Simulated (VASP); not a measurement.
The system is PbSe.

```
Pb Se
1.0
     0.00000    3.42320    3.42320
     3.42320    0.00000    3.42320
     3.42320    3.42320    0.00000
Pb Se
1 1
Direct
  0.00000 0.00000 0.00000
  0.25000 0.25000 0.25000
```

Base run:

```yaml
Program: VASP 6.6.1
Functional: r2SCAN
Dispersion: rVV10
Potentials_or_basis: VASP PAW PBE potentials, release 64 (Pb_d, Se)
Cutoff: 550 eV
k_mesh: 4 × 4 × 4
Occupations: gaussian, width 0.01 eV
Spin: no spin polarisation
```

Its results: band gap on the k mesh 0.73 eV, indirect (least direct gap 1.29 eV); pressure -0.6 GPa.

Q: The run is repeated on the same cell with these changes: dispersion from rVV10 to none. What comes out?

A: Band gap on the k mesh 0.80 eV, indirect (least direct gap 1.34 eV); pressure 0.0 GPa.

Dispersion adds attraction, which lowers the pressure at fixed volume.

Caveats: the PAW data sets were made with another functional, which shifts forces and pressure a little; spin-orbit coupling is left out, which moves the levels of the heavy elements.

A k mesh can miss the band edges.
